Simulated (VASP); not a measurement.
**VH: relaxation of cell and atoms with PBEsol**

The system is VH.

```
V H
1.0
     2.77717    0.00000    0.00000
     1.38858    2.40510    0.00000
     1.38858    0.80170    2.26755
V H
1 1
Cartesian
  0.0000 0.0000 0.0000
  2.7772 1.6034 1.1338
```

```json
{
  "Program": "VASP 6.6.1",
  "Task": "relaxation of cell and atoms",
  "Functional": "PBEsol",
  "Potentials or basis": "VASP PAW PBE potentials, release 64 (V_sv, H)",
  "Cutoff": "600 eV",
  "k mesh": "11 × 11 × 11",
  "Occupations": "methfessel-paxton, width 0.02 eV",
  "Spin": "collinear spin, ferromagnetic start",
  "Starting moments": "[1.5, 0.0] μB",
  "Dipole correction": "no",
  "Further INCAR settings": "ALGO = Normal; EDIFF = 1e-06; IBRION = 2; EDIFFG = -0.03; NSW = 80; ISIF = 3"
}
```

- Relaxed volume: 7.43 Å³/atom
- Relaxed cell: a = 2.759 Å, b = 2.759 Å, c = 2.759 Å, α = 60.00°, β = 60.00°, γ = 60.00°
- Space group after relaxing (to 0.1 Å): Fm-3m (No. 225)
- Energy gained by relaxing: 1.8 meV/atom
- Ionic steps: 3
- Pressure after relaxing: 0.0 GPa
- Net moment: 0.11 μB per cell
- Site moments: V +0.10; H -0.00 μB
- Valence electrons inside the program's atomic spheres: V 11.69; H 0.57

The path:
```csv
step,energy change (eV),largest force (eV/Å),pressure (GPa),volume (Å³)
1,0.0000,0.0000,-4.13,15.15
2,-0.0030,0.0000,1.77,14.72
3,-0.0037,0.0000,0.02,14.85
```

Final structure:
```cif
data_structure
_symmetry_space_group_name_H-M 'P 1'
_symmetry_Int_Tables_number 1
_cell_length_a 2.7592
_cell_length_b 2.7592
_cell_length_c 2.7592
_cell_angle_alpha 60.000
_cell_angle_beta 60.000
_cell_angle_gamma 60.000
_cell_volume 14.85
loop_
_atom_site_label
_atom_site_type_symbol
_atom_site_fract_x
_atom_site_fract_y
_atom_site_fract_z
_atom_site_occupancy
V1 V 0.00000 0.00000 0.00000 1
H1 H 0.50000 0.50000 0.50000 1
```

Levels at points of the mesh, in eV from the Fermi level:
Spin up:
```
           k point  band 3  band 4  band 5  band 6  band 7  band 8  band 9  band 10  band 11  band 12
(0.00, 0.00, 0.00)  -37.52  -37.52  -10.67   -0.15   -0.15   -0.15    1.37     1.37    12.97    16.56
```
Spin down:
| k point | band 3 | band 4 | band 5 | band 6 | band 7 | band 8 | band 9 | band 10 | band 11 | band 12 |
| --- | --- | --- | --- | --- | --- | --- | --- | --- | --- | --- |
| (0.00, 0.00, 0.00) | -37.43 | -37.43 | -10.63 | -0.07 | -0.07 | -0.07 | 1.48 | 1.48 | 12.98 | 16.59 |

It took 86 s on 1 thread of Oxide Virtual Turin-like Processor, with other jobs on the host, peak memory 0.14 GiB.

Caveat: a moment this small can come from the mesh or the smearing; the PAW data sets were made with another functional, which shifts forces and pressure a little.
